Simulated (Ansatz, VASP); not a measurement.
Fe in VASP and in Ansatz

File INCAR:

```
PREC = Accurate
ENCUT = 520
EDIFF = 1E-6
ISMEAR = -1
SIGMA = 0.05
LREAL = False
LASPH = True
NELM = 150
ALGO = Fast
ISIF = 2
LWAVE = False
LCHARG = False
ISPIN = 2
MAGMOM = 3
LORBIT = 11
LMAXMIX = 4
GGA = PS
IVDW = 13
NBANDS = 14
```

KPOINTS

```
Automatic mesh
0
Gamma
  13 13 13
```

File POSCAR:

```
Fe
1.0
   -1.4135427549      1.4135427549      1.4135427549
    1.4135427549     -1.4135427549      1.4135427549
    1.4135427549      1.4135427549     -1.4135427549
Fe
1
Direct
    0.0000000000      0.0000000000      0.0000000000
```

input.yaml

```yaml
crystal:
  lattice:
    - [-1.4135427549, 1.4135427549, 1.4135427549]
    - [1.4135427549, -1.4135427549, 1.4135427549]
    - [1.4135427549, 1.4135427549, -1.4135427549]
  atoms:
    - { symbol: Fe, position: [0.0, 0.0, 0.0], spin: 3.0 }
hamiltonian:
  xc: pbesol
  pseudopotentials: { kind: paw }
  dispersion: d4
magnetization:
  spin_polarized: true
kpoints:
  mp_grid: { grid: [13, 13, 13] }
scf:
  occupations: { method: fermi_dirac, width: 0.05 }
output:
  forces: true
  stress: true
  eigenvalues: true
```

Alike in both runs: task single point; functional PBEsol; dispersion D4; k mesh 13 × 13 × 13; occupations fermi-dirac, width 0.05 eV; collinear spin.

|  | VASP | Ansatz |
| --- | --- | --- |
| version | VASP 6.6.1 | Ansatz 0.2.0 |
| potentials or method | VASP PAW PBE potentials, release 64 (Fe) | Ansatz PAW |
| plane-wave cutoff (eV) | 520 | 420 |
| valence electrons in the cell | 8 | 16 |

Ansatz gave:

* gap on the k mesh at the Fermi level (eV): none
* pressure (GPa): -12.0
* net moment per atom (μB): 2.12
* size of the moment on the site where the two differ most (μB): 2.16

Question: What did VASP give for the same quantities?

Answer: gap on the k mesh at the Fermi level (eV): none; pressure (GPa): -12.2; net moment per atom (μB): 2.13; size of the moment on the site where the two differ most (μB): 2.12.

VASP's potentials were made for PBE, not for PBEsol. Site moments also hang on the region over which each program counts them. A gap of «none» marks a metal or a gap that the smearing closes. VASP's potentials hold 8 valence electrons a cell and Ansatz's 16, so a difference there can come from the potentials and not from the codes.
